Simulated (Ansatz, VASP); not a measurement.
## AlGaN2: VASP beside Ansatz

```
Al Ga N
1.0
     3.18799    0.00000    0.00000
     0.00000    3.18799    0.00000
     0.00000    0.00000    4.55655
Al Ga N
1 1 2
Direct
  0.50000 0.50000 0.50000
  0.00000 0.00000 0.00000
  0.50000 0.00000 0.73826
  0.00000 0.50000 0.26174
```

Change from the starting cell: strain +0.015 along x and y, +0.030 along z, atoms carried along.

Alike in both runs: task single point; functional r2SCAN; k mesh 8 × 8 × 6; occupations gaussian, width 0.05 eV; no spin polarisation.

|  | VASP | Ansatz |
| --- | --- | --- |
| version | VASP 6.6.1 | Ansatz 0.2.0 |
| potentials or method | VASP PAW PBE potentials, release 64 (Al, Ga_d, N_h), cutoff 910 eV | scalar-relativistic, plane waves, PAW |
| valence electrons in the cell | 26 | 26 |

|  | VASP | Ansatz | Ansatz less VASP |
| --- | --- | --- | --- |
| gap on the k mesh at the Fermi level (eV) | 2.89 | 2.88 | -0.007 |
| least direct gap on the mesh (eV) | 2.89 | 2.88 | -0.007 |
| rms of the force components (eV/Å) | 0.010 | 0.044 | +0.0332 |

VASP's potentials were made for PBE, not for r2SCAN. Atom by atom the forces differ by 0.033 eV/Å (rms over components).

Noted on VASP's run: the cutoff is short for stress, so the pressure is rough.
